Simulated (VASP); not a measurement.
Input of a VASP 6.6.1 run:

INCAR

```
PREC     = Accurate       # precision mode
ENCUT    = 520            # plane-wave cutoff, eV
EDIFF    = 1E-6           # SCF threshold, eV
ISMEAR   = 0              # smearing method
SIGMA    = 0.01           # smearing width, eV
LREAL    = False          # projectors in reciprocal space
LASPH    = True           # aspherical terms in the spheres
NELM     = 60             # most SCF steps
ALGO     = Normal         # electronic algorithm
ISIF     = 2              # what is computed and relaxed
LWAVE    = False          # write WAVECAR
LCHARG   = True           # write CHGCAR
GGA      = PE             # functional
LELF     = True           # ELF
LVHAR    = True         
NBANDS   = 9              # bands
```

KPOINTS

```
regular mesh
0
Gamma
  6 6 6
```

The input POSCAR:

```
LiH
1.0
    0.0000000000      1.9629349443      1.9629349443
    1.9629349443      0.0000000000      1.9629349443
    1.9629349443      1.9629349443      0.0000000000
Li H
1 1
Direct
    0.0000000000      0.0000000000      0.0000000000
    0.5000000000      0.5000000000      0.5000000000
```

Potentials or basis: VASP PAW PBE potentials, release 64 (Li_sv, H).

Launch:

```sh
$ cat potpaw_PBE.64/Li_sv/POTCAR potpaw_PBE.64/H/POTCAR > POTCAR
$ mpirun -np 1 vasp_std > vasp.out
```

(1) What does it give for the band gap on the k mesh?

Results:

(1) 2.93 eV.

Caveat: the k points lie up to 0.46 Å⁻¹ apart; the cell differs from its parent crystal (strain -2.0%).
